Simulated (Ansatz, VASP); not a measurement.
## PtC3 in VASP and in Ansatz

Contents of INCAR:

```
SYSTEM = PtC3
PREC = Accurate ; ENCUT = 600
EDIFF = 1E-7 ; ISMEAR = 0
SIGMA = 0.1 ; LREAL = .False.
LASPH = .True. ; NELM = 100
ALGO = Normal ; ISIF = 3
LWAVE = .False. ; LCHARG = .False.
GGA = PE ; IBRION = 2
NSW = 90 ; EDIFFG = -0.04
```

File KPOINTS:

```
Automatic mesh
0
Gamma
  6 6 6
  0 0 0
```

POSCAR

```
PtC3
1.0
    3.3340011319      0.0000000000      0.0000000000
    0.0000000000      3.3340011319      0.0000000000
    0.0000000000      0.0000000000      3.3340011319
Pt C
1 3
Direct
    0.0000000000      0.0000000000      0.0000000000
    0.0000000000      0.5000000000      0.5000000000
    0.5000000000      0.0000000000      0.5000000000
    0.5000000000      0.5000000000      0.0000000000
```

Input for Ansatz:

```yaml
crystal:
  lattice:
    - [3.3340011319, 0.0, 0.0]
    - [0.0, 3.3340011319, 0.0]
    - [0.0, 0.0, 3.3340011319]
  atoms:
    - { symbol: Pt, position: [0.0, 0.0, 0.0] }
    - { symbol: C, position: [0.0, 0.5, 0.5] }
    - { symbol: C, position: [0.5, 0.0, 0.5] }
    - { symbol: C, position: [0.5, 0.5, 0.0] }
basis:
  ecutwfc: 420
kpoints:
  mp_grid: { grid: [6, 6, 6] }
hamiltonian:
  xc: pbe
scf:
  occupations: { method: gaussian, width: 0.1 }
  lower_state_search: "off"
output:
  forces: true
  stress: true
  eigenvalues: true
relax:
  adjacent_minimum: "off"
  f_tol: 0.04
  max_steps: 70
  cell: { stress_tol: 0.4 }
```

Alike in both runs: task relaxation of cell and atoms; functional PBE; k mesh 6 × 6 × 6; occupations gaussian, width 0.1 eV; no spin polarisation.

|  | VASP | Ansatz |
| --- | --- | --- |
| version | VASP 6.6.1 | Ansatz 0.2.0 |
| potentials or method | VASP PAW PBE potentials, release 64 (Pt, C), cutoff 600 eV | scalar-relativistic, plane waves, PAW |
| valence electrons in the cell | 22 | 30 |

```tsv
	VASP	Ansatz	Ansatz less VASP
gap on the k mesh at the Fermi level, each at its own relaxed structure (eV)	none	none	-
relaxed volume (Å³/atom)	9.73	9.74	+0.008
relaxed length of the cell vector where the two differ most in proportion (Å)	3.389	3.390	+0.0010
```

A gap of «none» marks a metal or a gap that the smearing closes. VASP's potentials hold 22 valence electrons a cell and Ansatz's 30, so a difference there can come from the potentials and not from the codes.

Spin-orbit coupling is off throughout.
